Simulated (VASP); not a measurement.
# W4Se3 (Pm-3m) in VASP: relaxation of cell and atoms with PBE

Aim: the relaxation of cell and atoms of W4Se3 with PBE.

Program: VASP 6.6.1. These are calculated values, not measurements. Logs are shortened: lines on timing, memory, paths and dates and some standing lists are left out, and cuts for length are marked.

## 1. The cell of the first run

The structure is cubic, space group Pm-3m (No. 221). The conventional cell has a = 5.055 Å, b = 5.055 Å, c = 5.055 Å, α = 90.00°, β = 90.00°, γ = 90.00°. W (site symmetry 4/mmm) has 4 Se at 2.53 Å within 3.3 Å. Within 3.3 Å of W (site symmetry m-3m) lie 6 Se at 2.53 Å. Within 3.3 Å of Se (site symmetry 4/mmm) lie 6 W at 2.53 Å.

## 2. Relaxation of cell and atoms, PBE (atoms taken out)

INCAR

```
SYSTEM = W4Se3
PREC     = Accurate       ! precision mode
ENCUT    = 600            ! plane-wave cutoff, eV
EDIFF    = 1E-7           ! SCF threshold, eV
ISMEAR   = 0              ! smearing method
SIGMA    = 0.1            ! smearing width, eV
LREAL    = .FALSE.        ! projectors in reciprocal space
LASPH    = .TRUE.         ! aspherical terms in the spheres
NELM     = 60             ! most SCF steps
ALGO     = Normal         ! electronic algorithm
ISIF     = 3              ! what is computed and relaxed
LWAVE    = .FALSE.        ! write WAVECAR
LCHARG   = .FALSE.        ! write CHGCAR
GGA      = PE             ! functional
IBRION   = 2              ! ionic algorithm
NSW      = 100            ! ionic steps
EDIFFG   = -0.01          ! ionic threshold
```

KPOINTS

```
Automatic mesh
0
G
  8 8 8
  0 0 0
```

POSCAR

```
W4Se3
1.0
    5.0551624299      0.0000000000      0.0000000000
    0.0000000000      5.0551624299      0.0000000000
    0.0000000000      0.0000000000      5.0551624299
W Se
4 3
Direct
    0.5000000000      0.0000000000      0.0000000000
    0.0000000000      0.5000000000      0.0000000000
    0.0000000000      0.0000000000      0.5000000000
    0.5000000000      0.5000000000      0.5000000000
    0.0000000000      0.5000000000      0.5000000000
    0.5000000000      0.0000000000      0.5000000000
    0.5000000000      0.5000000000      0.0000000000
```

Potentials or basis: VASP PAW PBE potentials, release 64 (W_sv, Se).

Command:

```console
> cat potpaw_PBE.64/W_sv/POTCAR potpaw_PBE.64/Se/POTCAR > POTCAR
> mpirun -np 1 vasp_std > vasp.out
```

OUTCAR:

```text
SYSTEM = W4Se3
   PREC = Accurate
   ENCUT = 600
   EDIFF = 1E-7
   ISMEAR = 0
   LREAL = .FALSE.
   LASPH = .TRUE.
   NELM = 60
   ISIF = 3
   GGA = PE
   IBRION = 2
   NSW = 100
   EDIFFG = -0.01

 ion  position               nearest neighbor table
   1  0.500  0.000  0.000-   6 2.53   7 2.53   6 2.53   7 2.53
   2  0.000  0.500  0.000-   5 2.53   7 2.53   5 2.53   7 2.53
   3  0.000  0.000  0.500-   5 2.53   6 2.53   5 2.53   6 2.53
   4  0.500  0.500  0.500-   5 2.53   6 2.53   7 2.53   7 2.53   6 2.53   5 2.53
   5  0.000  0.500  0.500-   2 2.53   3 2.53   4 2.53   2 2.53   3 2.53   4 2.53
   6  0.500  0.000  0.500-   1 2.53   3 2.53   4 2.53   1 2.53   4 2.53   3 2.53
   7  0.500  0.500  0.000-   1 2.53   2 2.53   4 2.53   4 2.53   1 2.53   2 2.53

  LATTYP: Found a simple cubic cell.
 ALAT       =     5.0551624299

  Lattice vectors:

 A1 = (   5.0551624299,   0.0000000000,   0.0000000000)
 A2 = (   0.0000000000,   5.0551624299,   0.0000000000)
 A3 = (   0.0000000000,   0.0000000000,   5.0551624299)

Analysis of symmetry for initial positions (statically):
=====================================================================
 Subroutine PRICEL returns:
 Original cell was already a primitive cell.

 Routine SETGRP: Setting up the symmetry group for a
 simple cubic supercell.

 Subroutine GETGRP returns: Found 48 space group operations
 (whereof 48 operations were pure point group operations)
 out of a pool of 48 trial point group operations.

The static configuration has the point symmetry O_h .

Analysis of symmetry for dynamics (positions and initial velocities):
=====================================================================
 Subroutine PRICEL returns:
 Original cell was already a primitive cell.

 Routine SETGRP: Setting up the symmetry group for a
 simple cubic supercell.

 Subroutine GETGRP returns: Found 48 space group operations
 (whereof 48 operations were pure point group operations)
 out of a pool of 48 trial point group operations.

The dynamic configuration has the point symmetry O_h .

 Subroutine INISYM returns: Found 48 space group operations
 (whereof 48 operations are pure point group operations),
 and found     1 'primitive' translations

----------------------------------------------------------------------------------------

                                     Primitive cell

  volume of cell :     129.1830

  direct lattice vectors                    reciprocal lattice vectors
     5.055162430  0.000000000  0.000000000     0.197817580  0.000000000  0.000000000
     0.000000000  5.055162430  0.000000000     0.000000000  0.197817580  0.000000000
     0.000000000  0.000000000  5.055162430     0.000000000  0.000000000  0.197817580

  length of vectors
     5.055162430  5.055162430  5.055162430     0.197817580  0.197817580  0.197817580

  position of ions in fractional coordinates (direct lattice)
     0.500000000  0.000000000  0.000000000
     0.000000000  0.500000000  0.000000000
     0.000000000  0.000000000  0.500000000
     0.500000000  0.500000000  0.500000000
     0.000000000  0.500000000  0.500000000
     0.500000000  0.000000000  0.500000000
     0.500000000  0.500000000  0.000000000

  ion indices of the primitive-cell ions
   primitive index   ion index
                 1           1
                 2           2
                 3           3
                 4           4
                 5           5
                 6           6
                 7           7

----------------------------------------------------------------------------------------

 KPOINTS: Automatic mesh

Automatic generation of k-mesh.
 Grid dimensions read from file:
 generate k-points for:    8    8    8

 Generating k-lattice:

  Cartesian coordinates                     Fractional coordinates (reciprocal lattice)
     0.024727198  0.000000000  0.000000000     0.125000000  0.000000000  0.000000000
     0.000000000  0.024727198  0.000000000     0.000000000  0.125000000  0.000000000
     0.000000000  0.000000000  0.024727198     0.000000000  0.000000000  0.125000000

  Length of vectors
     0.024727198  0.024727198  0.024727198

  Shift w.r.t. Gamma in fractional coordinates (k-lattice)
     0.000000000  0.000000000  0.000000000

 Subroutine IBZKPT returns following result:
 ===========================================

 Found     35 irreducible k-points:

 Following reciprocal coordinates:
            Coordinates               Weight
  0.000000  0.000000  0.000000      1.000000
  0.125000  0.000000  0.000000      6.000000
  0.250000  0.000000  0.000000      6.000000
  0.375000  0.000000  0.000000      6.000000
  0.500000  0.000000  0.000000      3.000000
  0.125000  0.125000  0.000000     12.000000
[... 16 lines left out ...]
  0.375000  0.375000  0.125000     24.000000
  0.500000  0.375000  0.125000     24.000000
 [... further k-points ...]
   k-points           NKPTS =     35   k-points in BZ     NKDIM =     35   number of bands    NBANDS=     44
   number of dos      NEDOS =    301   number of ions     NIONS =      7
   total plane-waves  NPLWV =  64000
   dimension x,y,z NGX =    40 NGY =   40 NGZ =   40
   dimension x,y,z NGXF=    80 NGYF=   80 NGZF=   80
   ions per type =               4   3
   NGX,Y,Z   is equivalent  to a cutoff of  13.15, 13.15, 13.15 a.u.
   NGXF,Y,Z  is equivalent  to a cutoff of  26.31, 26.31, 26.31 a.u.
 SYSTEM =  W4Se3
   PREC   = accura    normal or accurate (medium, high low for compatibility)
   ISTART =      0    job   : 0-new  1-cont  2-samecut
   ICHARG =      2    charge: 1-file 2-atom 10-const
   ISPIN  =      1    spin polarized calculation?
   LNONCOLLINEAR =      F non collinear calculations
   LSORBIT =      F    spin-orbit coupling
   LASPH  =      T    aspherical Exc in radial PAW
   ENCUT  =  600.0 eV  44.10 Ry    6.64 a.u.  10.10 10.10 10.10*2*pi/ulx,y,z
   NELM   =     60;   NELMIN=  2; NELMDL= -5     # of ELM steps
   EDIFF  = 0.1E-06   stopping-criterion for ELM
   LREAL  =      F    real-space projection
   EDIFFG = -.1E-01   stopping-criterion for IOM
   NSW    =    100    number of steps for IOM
   IBRION =      2    ionic relax: 0-MD 1-quasi-New 2-CG
   NFREE  =      1    steps in history (QN), initial steepest desc. (CG)
   ISIF   =      3    stress and relaxation
   ISYM   =      2    0-nonsym 1-usesym 2-fastsym
   POTIM  = 0.5000    time-step for ionic-motion
   TEBEG  =    0.0;   TEEND  =   0.0 temperature during run
   PSTRESS=    0.0 pullay stress
   NELECT =      74.0000    total number of electrons
   NUPDOWN=      -1.0000    fix difference up-down
   EMIN   =  10.00;   EMAX   =-10.00  energy-range for DOS
   EFERMI =   0.00;   METHOD = LEGACY
   ISMEAR =     0;   SIGMA  =   0.10  broadening in eV -4-tet -1-fermi 0-gaus
   EFERMI_NEDOS =   21; number of points for ismear=-14 and -15
   IALGO  =     38    algorithm
   IMIX   =      4    mixing-type and parameters
     AMIX     =   0.40;   BMIX     =  1.00
     AMIX_MAG =   1.60;   BMIX_MAG =  1.00
  volume/ion in A,a.u.               =      18.45       124.54
  Fermi-wavevector in a.u.,A,eV,Ry     =   1.359618  2.569306 25.151207  1.848562
  Thomas-Fermi vector in A             =   2.486351
   LORBIT       =      0    0 simple, 1 ext, 2 COOP (PROOUT), +10 PAW based schemes
   GGA     = PE    functional components
   LHFCALC =     F    Hartree Fock is set to
   AEXX    =    0.0000 exact exchange contribution
   IVDW    =     0    specifies the selected vdW correction
   LEPSILON=     F    determine dielectric tensor
   LRPA    =     F    only Hartree local field effects (RPA)
 conjugate gradient relaxation of ions
 non-spin polarized calculation
 Gauss-broadening in eV      SIGMA  =   0.10
  energy-cutoff  :      600.00
  volume of cell :      129.18
 maximum number of plane-waves:      4341
   NGX = 21   NGY = 21   NGZ = 21

--------------------------------------- Ionic step        1  -------------------------------------------

 number of electron      73.9999980 magnetization

 Free energy of the ion-electron system (eV)
  ---------------------------------------------------
  ext. energy  EPLUGINS =         0.00000000
  ---------------------------------------------------
  free energy    TOTEN  =       -52.08569856 eV

  energy without entropy =      -52.03748840  energy(sigma->0) =      -52.06159348

------------------------ aborting loop because EDIFF is reached ----------------------------------------

  FORCE on cell =-STRESS in cart. coord.  units (eV):
  Direction    XX          YY          ZZ          XY          YZ          ZX
  --------------------------------------------------------------------------------------
  -------------------------------------------------------------------------------------
  Total        0.1490209      0.1490209      0.1490209     -0.0000000     -0.0000000      0.0000000
  in kB        1.8482150      1.8482150      1.8482150     -0.0000000     -0.0000000      0.0000000
  external PRESSURE =       1.8482150 kB  Pullay stress =       0.0000000 kB
[... 67 lines left out ...]
  energy  without entropy=      -52.0370567077  energy(sigma->0) =      -52.06128994

--------------------------------------- Ionic step        3  -------------------------------------------

 number of electron      73.9999981 magnetization

 Free energy of the ion-electron system (eV)
  ---------------------------------------------------
  ext. energy  EPLUGINS =         0.00000000
  ---------------------------------------------------
  free energy    TOTEN  =       -52.08577949 eV

  energy without entropy =      -52.03747675  energy(sigma->0) =      -52.06162812

 E-fermi :   8.8153     XC(G=0): -11.8670

 val. band max:        8.8025583543   @ k =   0.5000   0.5000   0.1250
 cond. band min:       8.8182648226   @ k =   0.5000   0.1250   0.0000
 fundamental gap:      0.0157064683
 Fermi energy:         8.8152880130

 k-point     1 :       0.0000    0.0000    0.0000
  band No.  band energies     occupation
      1     -65.8324      2.00000
      2     -65.7111      2.00000
      3     -65.7070      2.00000
      4     -65.7070      2.00000
      5     -30.1759      2.00000
      6     -30.1759      2.00000
[... 1117 lines left out ...]
     43      10.4831      0.00000
     44      10.5117      0.00000

 [... further k-points ...]

------------------------ aborting loop because EDIFF is reached ----------------------------------------

  FORCE on cell =-STRESS in cart. coord.  units (eV):
  Direction    XX          YY          ZZ          XY          YZ          ZX
  --------------------------------------------------------------------------------------
  -------------------------------------------------------------------------------------
  Total        0.0053255      0.0053255      0.0053255     -0.0000000     -0.0000000     -0.0000000
  in kB        0.0659762      0.0659762      0.0659762     -0.0000000     -0.0000000     -0.0000000
  external PRESSURE =       0.0659762 kB  Pullay stress =       0.0000000 kB
[... 22 lines left out ...]
  FREE ENERGIE OF THE ION-ELECTRON SYSTEM (eV)
  ---------------------------------------------------
  free  energy   TOTEN  =       -52.0857794906 eV

  energy  without entropy=      -52.0374767543  energy(sigma->0) =      -52.06162812

 reached required accuracy - stopping structural energy minimisation
```

It took 3.6 min on 1 thread of AMD EPYC 9R45 (Zen 5), shared host; peak memory 0.35 GiB.

Results:

```
Free energy                           : -52.0858 eV
Relaxed volume                        : 18.48 Å³/atom
Relaxed cell                          : a = 5.057 Å, b = 5.057 Å, c = 5.057 Å, α = 90.00°, β = 90.00°, γ = 90.00°
Space group after relaxing (to 0.1 Å) : Pm-3m (No. 221)
Energy gained by relaxing             : 0.0 meV/atom
Ionic steps                           : 3
Pressure after relaxing               : 0.0 GPa
Band gap on the k mesh                : zero (bands 37 and 38 overlap by 0.94 eV)
```

Final structure:
```cif
data_structure
_symmetry_space_group_name_H-M 'P 1'
_symmetry_Int_Tables_number 1
_cell_length_a 5.0570
_cell_length_b 5.0570
_cell_length_c 5.0570
_cell_angle_alpha 90.000
_cell_angle_beta 90.000
_cell_angle_gamma 90.000
_cell_volume 129.33
loop_
_atom_site_label
_atom_site_type_symbol
_atom_site_fract_x
_atom_site_fract_y
_atom_site_fract_z
_atom_site_occupancy
W1 W 0.50000 0.00000 0.00000 1
W2 W 0.00000 0.50000 0.00000 1
W3 W 0.00000 0.00000 0.50000 1
W4 W 0.50000 0.50000 0.50000 1
Se1 Se 0.00000 0.50000 0.50000 1
Se2 Se 0.50000 0.00000 0.50000 1
Se3 Se 0.50000 0.50000 0.00000 1
```

Levels at points of the mesh, in eV from the Fermi level:
| k point | band 33 | band 34 | band 35 | band 36 | band 37 | band 38 | band 39 | band 40 | band 41 | band 42 |
| --- | --- | --- | --- | --- | --- | --- | --- | --- | --- | --- |
| (0.00, 0.00, 0.00) | -1.77 | -1.77 | -1.77 | -1.60 | -1.60 | -0.66 | -0.21 | -0.21 | 0.63 | 0.99 |
| (0.50, 0.00, 0.00) | -1.18 | -1.18 | -0.78 | -0.32 | -0.15 | -0.15 | 0.07 | 0.07 | 0.07 | 0.99 |
| (0.50, 0.50, 0.00) | -0.78 | -0.47 | -0.47 | -0.13 | 0.09 | 0.23 | 0.32 | 0.32 | 0.48 | 0.78 |
| (0.50, 0.50, 0.50) | 0.17 | 0.17 | 0.23 | 0.23 | 0.23 | 0.73 | 0.73 | 0.73 | 0.75 | 2.13 |

Caveat: the cell differs from its parent crystal (atoms taken out); spin-orbit coupling is left out, which moves the levels of the heavy elements.
